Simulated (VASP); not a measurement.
# CoO in VASP: further runs

Aim: see how the results for CoO move with the level of theory and the settings. Levels: PBEsol, PBEsol+D3(BJ), PBEsol+D4, PBE. Tasks: single point, relaxation of cell and atoms.

Program: VASP 6.6.1. These are calculated values, not measurements. Logs are shortened: lines on timing, memory, paths and dates and some standing lists are left out, and cuts for length are marked.

## (1) The cell of the first run

The typed cell holds 2 atoms: a = 3.088 Å, b = 3.088 Å, c = 3.088 Å, α = 60.01°, β = 60.01°, γ = 60.01°.

## (2) Single point, PBEsol, collinear spin, ferromagnetic start

INCAR

```
ALGO = Normal
EDIFF = 1E-6
ENCUT = 520
GGA = PS
ISIF = 2
ISMEAR = -1
ISPIN = 2
LASPH = True
LCHARG = False
LMAXMIX = 4
LORBIT = 11
LREAL = False
LWAVE = False
MAGMOM = 2 0
NBANDS = 18
NELM = 150
PREC = Accurate
SIGMA = 0.05
```

KPOINTS

```
k-points
0
Gamma
  7 7 7
```

POSCAR

```
CoO
1.0
    1.5441504435      0.8915156742      2.5212454279
   -1.5441504435      0.8915156742      2.5212454279
    0.0000000000     -1.7830313485      2.5212454279
Co O
1 1
Direct
    1.0000121230      1.0000121230      1.0000121230
    0.7499872270      0.7499872270      0.7499872270
```

Potentials or basis: VASP PAW PBE potentials, release 64 (Co, O).

Started as:

```console
> cat potpaw_PBE.64/Co/POTCAR potpaw_PBE.64/O/POTCAR > POTCAR
> mpirun -np 1 vasp_std > vasp.out
```

OUTCAR:

```text
EDIFF = 1E-6
   ENCUT = 520
   GGA = PS
   ISIF = 2
   ISMEAR = -1
   ISPIN = 2
   LASPH = True
   LORBIT = 11
   LREAL = False
   NELM = 150
   PREC = Accurate

 ion  position               nearest neighbor table
   1  0.000  0.000  0.000-   2 1.89   2 1.89   2 1.89   2 1.89
   2  0.750  0.750  0.750-   1 1.89   1 1.89   1 1.89   1 1.89

  LATTYP: Found a trigonal (rhomboedric) cell.
 ALAT       =     3.0880219069
 COS(alpha) =     0.4999096532

  Lattice vectors:

 A1 = (   1.5441504435,   0.8915156742,   2.5212454279)
 A2 = (  -1.5441504435,   0.8915156742,   2.5212454279)
 A3 = (   0.0000000000,  -1.7830313485,   2.5212454279)

Analysis of symmetry for initial positions (statically):
=====================================================================
 Subroutine PRICEL returns:
 Original cell was already a primitive cell.

 Routine SETGRP: Setting up the symmetry group for a
 trigonal (rhombohedral) supercell.

 Subroutine GETGRP returns: Found  6 space group operations
 (whereof  6 operations were pure point group operations)
 out of a pool of 12 trial point group operations.

The static configuration has the point symmetry C_3v.

Analysis of symmetry for dynamics (positions and initial velocities):
=====================================================================
 Subroutine PRICEL returns:
 Original cell was already a primitive cell.

 Routine SETGRP: Setting up the symmetry group for a
 trigonal (rhombohedral) supercell.

 Subroutine GETGRP returns: Found  6 space group operations
 (whereof  6 operations were pure point group operations)
 out of a pool of 12 trial point group operations.

The dynamic configuration has the point symmetry C_3v.

Analysis of structural, dynamic, and magnetic symmetry:
=====================================================================
 Subroutine PRICEL returns:
 Original cell was already a primitive cell.

 Routine SETGRP: Setting up the symmetry group for a
 trigonal (rhombohedral) supercell.

 Subroutine GETGRP returns: Found  6 space group operations
 (whereof  6 operations were pure point group operations)
 out of a pool of 12 trial point group operations.

The overall configuration has the point symmetry C_3v.

 Subroutine INISYM returns: Found  6 space group operations
 (whereof  6 operations are pure point group operations),
 and found     1 'primitive' translations

----------------------------------------------------------------------------------------

                                     Primitive cell

  volume of cell :      20.8250

  direct lattice vectors                    reciprocal lattice vectors
     1.544150443  0.891515674  2.521245428     0.323802646  0.186947545  0.132209792
    -1.544150443  0.891515674  2.521245428    -0.323802646  0.186947545  0.132209792
     0.000000000 -1.783031349  2.521245428     0.000000000 -0.373895090  0.132209792

  length of vectors
     3.088021907  3.088021907  3.088021907     0.396581603  0.396581603  0.396581603

  position of ions in fractional coordinates (direct lattice)
     0.000012123  0.000012123  0.000012123
     0.749987227  0.749987227  0.749987227

  ion indices of the primitive-cell ions
   primitive index   ion index
                 1           1
                 2           2

----------------------------------------------------------------------------------------

 KPOINTS: k-points

Automatic generation of k-mesh.
 Grid dimensions read from file:
 generate k-points for:    7    7    7

 Generating k-lattice:

  Cartesian coordinates                     Fractional coordinates (reciprocal lattice)
     0.046257521  0.026706792  0.018887113     0.142857143  0.000000000  0.000000000
    -0.046257521  0.026706792  0.018887113     0.000000000  0.142857143  0.000000000
     0.000000000 -0.053413584  0.018887113     0.000000000  0.000000000  0.142857143

  Length of vectors
     0.056654515  0.056654515  0.056654515

  Shift w.r.t. Gamma in fractional coordinates (k-lattice)
     0.000000000  0.000000000  0.000000000

 Subroutine IBZKPT returns following result:
 ===========================================

 Found     44 irreducible k-points:

 Following reciprocal coordinates:
            Coordinates               Weight
  0.000000  0.000000  0.000000      1.000000
  0.142857  0.000000  0.000000      6.000000
  0.285714  0.000000  0.000000      6.000000
  0.428571  0.000000  0.000000      6.000000
  0.142857  0.142857  0.000000      6.000000
  0.285714  0.142857  0.000000     12.000000
[... 16 lines left out ...]
  0.285714  0.285714  0.142857      6.000000
  0.428571  0.285714  0.142857     12.000000
 [... further k-points ...]
   k-points           NKPTS =     44   k-points in BZ     NKDIM =     44   number of bands    NBANDS=     18
   number of dos      NEDOS =    301   number of ions     NIONS =      2
   total plane-waves  NPLWV =  13824
   dimension x,y,z NGX =    24 NGY =   24 NGZ =   24
   dimension x,y,z NGXF=    48 NGYF=   48 NGZF=   48
   ions per type =               1   1
   NGX,Y,Z   is equivalent  to a cutoff of  12.92, 12.92, 12.92 a.u.
   NGXF,Y,Z  is equivalent  to a cutoff of  25.84, 25.84, 25.84 a.u.
 SYSTEM =  unknown system
   PREC   = accura    normal or accurate (medium, high low for compatibility)
   ISTART =      0    job   : 0-new  1-cont  2-samecut
   ICHARG =      2    charge: 1-file 2-atom 10-const
   ISPIN  =      2    spin polarized calculation?
   LNONCOLLINEAR =      F non collinear calculations
   LSORBIT =      F    spin-orbit coupling
   LASPH  =      T    aspherical Exc in radial PAW
   ENCUT  =  520.0 eV  38.22 Ry    6.18 a.u.   5.74  5.74  5.74*2*pi/ulx,y,z
   NELM   =    150;   NELMIN=  2; NELMDL= -5     # of ELM steps
   EDIFF  = 0.1E-05   stopping-criterion for ELM
   LREAL  =      F    real-space projection
   EDIFFG = 0.1E-04   stopping-criterion for IOM
   NSW    =      0    number of steps for IOM
   IBRION =     -1    ionic relax: 0-MD 1-quasi-New 2-CG
   NFREE  =      0    steps in history (QN), initial steepest desc. (CG)
   ISIF   =      2    stress and relaxation
   ISYM   =      2    0-nonsym 1-usesym 2-fastsym
   POTIM  = 0.5000    time-step for ionic-motion
   TEBEG  =    0.0;   TEEND  =   0.0 temperature during run
   PSTRESS=    0.0 pullay stress
   NELECT =      15.0000    total number of electrons
   NUPDOWN=      -1.0000    fix difference up-down
   EMIN   =  10.00;   EMAX   =-10.00  energy-range for DOS
   EFERMI =   0.00;   METHOD = LEGACY
   ISMEAR =    -1;   SIGMA  =   0.05  broadening in eV -4-tet -1-fermi 0-gaus
   EFERMI_NEDOS =   21; number of points for ismear=-14 and -15
   IALGO  =     38    algorithm
   IMIX   =      4    mixing-type and parameters
     AMIX     =   0.40;   BMIX     =  1.00
     AMIX_MAG =   1.60;   BMIX_MAG =  1.00
  volume/ion in A,a.u.               =      10.41        70.27
  Fermi-wavevector in a.u.,A,eV,Ry     =   1.467496  2.773165 29.300752  2.153545
  Thomas-Fermi vector in A             =   2.583107
   LORBIT       =     11    0 simple, 1 ext, 2 COOP (PROOUT), +10 PAW based schemes
   GGA     = PS    functional components
   LHFCALC =     F    Hartree Fock is set to
   AEXX    =    0.0000 exact exchange contribution
   IVDW    =     0    specifies the selected vdW correction
   LEPSILON=     F    determine dielectric tensor
   LRPA    =     F    only Hartree local field effects (RPA)
 spin polarized calculation
  energy-cutoff  :      520.00
  volume of cell :       20.82
 maximum number of plane-waves:       567
   NGX = 11   NGY = 11   NGZ = 11

 number of electron      14.9999993 magnetization       2.0585311

 Free energy of the ion-electron system (eV)
  ---------------------------------------------------
  ext. energy  EPLUGINS =         0.00000000
  ---------------------------------------------------
  free energy    TOTEN  =       -14.28714055 eV

  energy without entropy =      -14.27043381  energy(sigma->0) =      -14.27878718

 E-fermi :   6.9471     XC(G=0): -12.0171

 val. band max:        6.9304960502   @ k =   0.4286   0.4286   0.4286
 cond. band min:       6.9631250005   @ k =   0.1429   0.0000   0.0000
 fundamental gap:      0.0326289503
 Fermi energy:         6.9471268318

 spin component 1

 k-point     1 :       0.0000    0.0000    0.0000
  band No.  band energies     occupation
      1     -13.7868      1.00000
      2       0.2730      1.00000
      3       0.2730      1.00000
      4       0.2740      1.00000
      5       4.9424      1.00000
      6       4.9424      1.00000
[... 10 lines left out ...]
     17      28.0679      0.00000
     18      30.7461      0.00000
[... 463 lines left out ...]
 k-point    24 :       0.4286    0.2857    0.1429
  band No.  band energies     occupation
      1     -13.1060      1.00000
      2      -0.5669      1.00000
      3       0.5417      1.00000
      4       0.7568      1.00000
      5       4.4483      1.00000
      6       5.0947      1.00000
[... 10 lines left out ...]
     17      33.0784      0.00000
     18      34.8098      0.00000

 [... further k-points ...]

 spin component 2

 k-point     1 :       0.0000    0.0000    0.0000
  band No.  band energies     occupation
      1     -13.4253      1.00000
      2       1.1367      1.00000
      3       1.1367      1.00000
      4       1.1377      1.00000
      5       6.2567      1.00000
      6       6.2567      1.00000
[... 10 lines left out ...]
     17      28.5232      0.00000
     18      31.0960      0.00000
[... 463 lines left out ...]
 k-point    24 :       0.4286    0.2857    0.1429
  band No.  band energies     occupation
      1     -12.7200      1.00000
      2      -0.0604      1.00000
      3       1.2081      1.00000
      4       1.4741      1.00000
      5       5.9009      1.00000
      6       6.5236      0.99979
[... 10 lines left out ...]
     17      33.4652      0.00000
     18      35.1387      0.00000

 [... further k-points ...]
[... 5 lines left out ...]
  --------------------------------------------------------------------------------------
  -------------------------------------------------------------------------------------
  Total       -0.0334790     -0.0334790     -0.0322942     -0.0000000      0.0000000      0.0000000
  in kB       -2.5757183     -2.5757183     -2.4845635     -0.0000000      0.0000000      0.0000000
  external PRESSURE =      -2.5453333 kB  Pullay stress =       0.0000000 kB

 VOLUME and BASIS-vectors are now :
 -----------------------------------------------------------------------------
  energy-cutoff  :      520.00
  volume of cell :       20.82
      direct lattice vectors                 reciprocal lattice vectors
     1.544150443  0.891515674  2.521245428     0.323802646  0.186947545  0.132209792
    -1.544150443  0.891515674  2.521245428    -0.323802646  0.186947545  0.132209792
     0.000000000 -1.783031349  2.521245428     0.000000000 -0.373895090  0.132209792

 POSITION                                       TOTAL-FORCE (eV/Angst)
 -----------------------------------------------------------------------------------
      0.00000     -0.00000      0.00009         0.000000      0.000000     -0.000299
      0.00000     -0.00000      5.67271         0.000000     -0.000000      0.000299
 -----------------------------------------------------------------------------------
    total drift:                                0.000000      0.000000     -0.000012

  FREE ENERGIE OF THE ION-ELECTRON SYSTEM (eV)
  ---------------------------------------------------
  free  energy   TOTEN  =       -14.2871405464 eV

  energy  without entropy=      -14.2704338101  energy(sigma->0) =      -14.27878718

 total charge

# of ion       s       p       d       tot
------------------------------------------
    1        0.378   0.532   7.314   8.223
    2        1.550   3.438   0.000   4.988
--------------------------------------------------
tot          1.928   3.969   7.314  13.211

 magnetization (x)

# of ion       s       p       d       tot
------------------------------------------
    1        0.010   0.045   1.755   1.811
    2        0.017   0.179   0.000   0.197
--------------------------------------------------
tot          0.028   0.225   1.755   2.008
```

Run time: 40 s. Hardware: 1 thread of AMD EPYC 7R13 (Zen 3), shared host; peak memory 0.13 GiB.

What came out:

```
Free energy                                           : -14.2871 eV
Pressure                                              : -0.3 GPa
Net moment                                            : 2.06 μB per cell
Site moments                                          : Co +1.81; O +0.20 μB
Valence electrons inside the program's atomic spheres : Co 8.22; O 4.99
```

Levels at points of the mesh, in eV from the Fermi level:
Spin up:
```csv
k point,band 6,band 7,band 8,band 9,band 10,band 11,band 12,band 13
"(0.00, 0.00, 0.00)",-2.00,0.34,0.79,0.79,0.79,14.89,14.89,14.90
```
Spin down:
```
           k point  band 4  band 5  band 6  band 7  band 8  band 9
(0.00, 0.00, 0.00)   -5.81   -0.69   -0.69    0.66    2.55    2.55
```

Caveat: the PAW data sets were made with another functional, which shifts forces and pressure a little; a cell with one magnetic atom can't hold antiferromagnetic order, which such compounds often take; semilocal functionals often make such compounds metallic where correlation or magnetic order opens a gap, which also shifts bond lengths. With open d or f shells a metallic result of PBEsol can be an artefact of self-interaction; +U or a hybrid may open a gap.

## (3) Relaxation of cell and atoms, PBEsol, collinear spin, ferromagnetic start

This run uses another cell than the first one, of 11.41 Å³/atom, 1.096 times its volume.

INCAR

```
SYSTEM = CoO
  PREC = Accurate
  ENCUT = 600
  EDIFF = 1E-6
  ISMEAR = -1
  SIGMA = 0.05
  LREAL = .False.
  LASPH = .True.
  NELM = 150
  ALGO = Normal
  ISIF = 3
  LWAVE = .False.
  LCHARG = .False.
  ISPIN = 2
  MAGMOM = 2 0
  LORBIT = 11
  LMAXMIX = 4
  GGA = PS
  IBRION = 2
  NSW = 80
  EDIFFG = -0.005
```

KPOINTS

```
Automatic mesh
0
Gamma
  7 7 7
  0 0 0
```

POSCAR

```
CoO
1.0
    1.6022198417      0.9250420569      2.5664708903
   -1.6022198417      0.9250420569      2.5664708903
    0.0000000000     -1.8500841138      2.5664708903
Co O
1 1
Direct
    0.9989783200      0.9989783200      0.9989783200
    0.7510210300      0.7510210300      0.7510210300
```

Potentials or basis: VASP PAW PBE potentials, release 64 (Co, O).

Started as:

```console
> cat potpaw_PBE.64/Co/POTCAR potpaw_PBE.64/O/POTCAR > POTCAR
> mpirun -np 1 vasp_std > vasp.out
```

Run time: 5.4 min. Hardware: 1 thread of AMD EPYC 7R13 (Zen 3), shared host; peak memory 0.17 GiB.

The run converged. Its results:

| Quantity | Value |
| --- | --- |
| Free energy | -14.2939 eV |
| Relaxed volume | 10.37 Å³/atom |
| Relaxed cell | a = 3.084 Å, b = 3.084 Å, c = 3.084 Å, α = 59.98°, β = 59.98°, γ = 59.98° |
| Space group after relaxing (to 0.05 Å) | F-43m (No. 216) |
| Energy gained by relaxing | 31.6 meV/atom |
| Ionic steps | 18 |
| Pressure after relaxing | 0.0 GPa |
| Net moment | 2.03 μB per cell |
| Site moments | Co +1.79; O +0.19 μB |
| Valence electrons inside the program's atomic spheres | Co 8.23; O 4.99 |

Step by step:
| step | energy change (eV) | largest force (eV/Å) | pressure (GPa) | volume (Å³) |
| --- | --- | --- | --- | --- |
| 1 | 0.0000 | 0.2319 | -8.46 | 22.82 |
| 2 | -0.0626 | 0.0405 | -0.92 | 20.89 |
| 3 | -0.0629 | 0.0719 | 0.13 | 20.72 |
| 4 | -0.0629 | 0.0616 | -0.17 | 20.78 |
| 5 | -0.0629 | 0.0541 | -0.45 | 20.82 |
| 6 | -0.0631 | 0.0171 | -0.23 | 20.76 |
| 7 | -0.0631 | 0.0045 | -0.24 | 20.77 |
| 8 | -0.0632 | 0.0037 | 0.05 | 20.72 |
| 9 | -0.0632 | 0.0027 | 0.22 | 20.73 |
| 10 | -0.0632 | 0.0004 | -0.09 | 20.75 |
| 11 | -0.0632 | 0.0008 | 0.04 | 20.74 |
| 12 | -0.0632 | 0.0012 | 0.04 | 20.74 |
| 13 | -0.0632 | 0.0013 | 0.09 | 20.74 |
| 14 | -0.0632 | 0.0081 | -0.04 | 20.74 |
| 15 | -0.0632 | 0.0112 | -0.03 | 20.74 |
| 16 | -0.0632 | 0.0072 | 0.09 | 20.74 |
| 17 | -0.0632 | 0.0033 | 0.12 | 20.73 |
| 18 | -0.0632 | 0.0005 | -0.02 | 20.74 |

Final structure:
```
Co O
1.0
     1.54180    0.89016    2.51883
    -1.54180    0.89016    2.51883
     0.00000   -1.78032    2.51883
Co O
1 1
Direct
  0.99997 0.99997 0.99997
  0.75003 0.75003 0.75003
```

Levels at points of the mesh, in eV from the Fermi level:
Spin up:
| k point | band 7 | band 8 | band 9 | band 10 | band 11 | band 12 |
| --- | --- | --- | --- | --- | --- | --- |
| (0.00, 0.00, 0.00) | 0.35 | 0.80 | 0.80 | 0.80 | 14.93 | 14.93 |
Spin down:
```csv
k point,band 3,band 4,band 5,band 6,band 7,band 8,band 9,band 10
"(0.00, 0.00, 0.00)",-5.85,-5.85,-0.71,-0.71,0.66,2.55,2.55,2.55
```

Caveat: the PAW data sets were made with another functional, which shifts forces and pressure a little; a cell with one magnetic atom can't hold antiferromagnetic order, which such compounds often take; semilocal functionals often make such compounds metallic where correlation or magnetic order opens a gap, which also shifts bond lengths.

## (4) Relaxation of cell and atoms, PBEsol+D3(BJ), collinear spin, ferromagnetic start

This run uses another cell than the first one, of 11.41 Å³/atom, 1.096 times its volume.

INCAR

```
SYSTEM = CoO
  ALGO = Normal
  EDIFF = 1E-6
  EDIFFG = -0.005
  ENCUT = 600
  GGA = PS
  IBRION = 2
  ISIF = 3
  ISMEAR = -1
  ISPIN = 2
  IVDW = 12
  LASPH = .True.
  LCHARG = .False.
  LMAXMIX = 4
  LORBIT = 11
  LREAL = .False.
  LWAVE = .False.
  MAGMOM = 2 0
  NELM = 150
  NSW = 80
  PREC = Accurate
  SIGMA = 0.05
```

KPOINTS

```
k-points
0
Gamma
  7 7 7
  0 0 0
```

POSCAR is that of step 3.

Started as:

```console
> cat potpaw_PBE.64/Co/POTCAR potpaw_PBE.64/O/POTCAR > POTCAR
> mpirun -np 1 vasp_std > vasp.out
```

It used 110 s of CPU time on 1 thread of AMD EPYC 7R13 Processor (Zen 3) (shared host).

The run converged. Its results:

```yaml
Free_energy: -14.7018 eV
Relaxed_volume: 10.14 Å³/atom
Relaxed_cell: a = 3.060 Å, b = 3.060 Å, c = 3.060 Å, α = 60.05°, β = 60.05°, γ = 60.05°
Space_group_after_relaxing_to_0.05_Å: F-43m (No. 216)
Energy_gained_by_relaxing: 52.7 meV/atom
Ionic_steps: 7
Pressure_after_relaxing: 0.0 GPa
Largest_force_after_relaxing: 0.005 eV/Å
Net_moment: 1.91 μB per cell
Site_moments: Co +1.68; O +0.18 μB
Valence_electrons_inside_the_program's_atomic_spheres: Co 8.29; O 5.00
Dispersion_energy_per_atom: -0.206 eV
```

Forces on the atoms (eV/Å):
```
Co   0.000  0.000 -0.005
O    0.000  0.000  0.005
```

Step by step:
```tsv
step	energy change (eV)	largest force (eV/Å)	pressure (GPa)	volume (Å³)
1	0.0000	0.2318	-11.09	22.82
2	-0.1053	0.0410	-0.14	20.31
3	-0.1053	0.0421	-0.26	20.31
4	-0.1054	0.0140	0.02	20.28
5	-0.1054	0.0044	-0.01	20.29
6	-0.1054	0.0035	0.05	20.29
7	-0.1054	0.0049	0.04	20.28
```

Final structure:
```cif
data_structure
_symmetry_space_group_name_H-M 'P 1'
_symmetry_Int_Tables_number 1
_cell_length_a 3.0599
_cell_length_b 3.0599
_cell_length_c 3.0599
_cell_angle_alpha 60.047
_cell_angle_beta 60.047
_cell_angle_gamma 60.047
_cell_volume 20.28
loop_
_atom_site_label
_atom_site_type_symbol
_atom_site_fract_x
_atom_site_fract_y
_atom_site_fract_z
_atom_site_occupancy
Co1 Co 0.00012 0.00012 0.00012 1
O1 O 0.74987 0.74987 0.74987 1
```

Levels at points of the mesh, in eV from the Fermi level:
Spin up:
```tsv
k point	band 6	band 7	band 8	band 9	band 10	band 11	band 12
(0.00, 0.00, 0.00)	-2.01	0.38	0.88	0.88	0.88	15.08	15.08
```
Spin down:
```tsv
k point	band 5	band 6	band 7	band 8	band 9	band 10
(0.00, 0.00, 0.00)	-0.80	-0.80	0.66	2.52	2.53	2.53
```

Caveat: the PAW data sets were made with another functional, which shifts forces and pressure a little; a cell with one magnetic atom can't hold antiferromagnetic order, which such compounds often take; semilocal functionals often make such compounds metallic where correlation or magnetic order opens a gap, which also shifts bond lengths; pairwise dispersion overbinds metals, which lowers pressure and volume.

[end of part 1 of 2]
